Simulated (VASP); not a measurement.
A run of VASP 6.6.1 is set up as follows.

INCAR

```
SYSTEM = Ti3CuBr
PREC = Accurate
ENCUT = 520
EDIFF = 1E-6
ISMEAR = 0
SIGMA = 0.1
LREAL = .False.
LASPH = .True.
NELM = 150
ALGO = Normal
ISIF = 2
LWAVE = .False.
LCHARG = .True.
ISPIN = 2
MAGMOM = 1 1 1 1 0
LORBIT = 11
LMAXMIX = 4
GGA = PE
LELF = .True.
LVHAR = .True.
NBANDS = 39
```

File KPOINTS:

```
Automatic mesh
0
Gamma
  4 4 4
  0 0 0
```

The input POSCAR:

```
Ti3CuBr
1.0
    4.6931464865      0.0000000000      0.0000000000
    0.0000000000      4.6931464865      0.0000000000
    0.0000000000      0.0000000000      4.6931464865
Ti Cu Br
3 1 1
Direct
    0.0000000000      0.5000000000      0.5000000000
    0.5000000000      0.5000000000      0.0000000000
    0.5000000000      0.0000000000      0.5000000000
    0.5000000000      0.5000000000      0.5000000000
    0.0000000000      0.0000000000      0.0000000000
```

Potentials or basis: VASP PAW PBE potentials, release 64 (Ti_sv, Cu, Br).

Run with:

```sh
$ cat potpaw_PBE.64/Ti_sv/POTCAR potpaw_PBE.64/Cu/POTCAR potpaw_PBE.64/Br/POTCAR > POTCAR
$ mpirun -np 1 vasp_std > vasp.out
```

Task: Estimate the net moment.

Result: 2.70 μB per cell.

Task: Predict the pressure.

Result: 1.5 GPa.

Task: What does it give for the site moments?

Result: Ti +0.65; Cu +0.03; Br +0.02 μB.
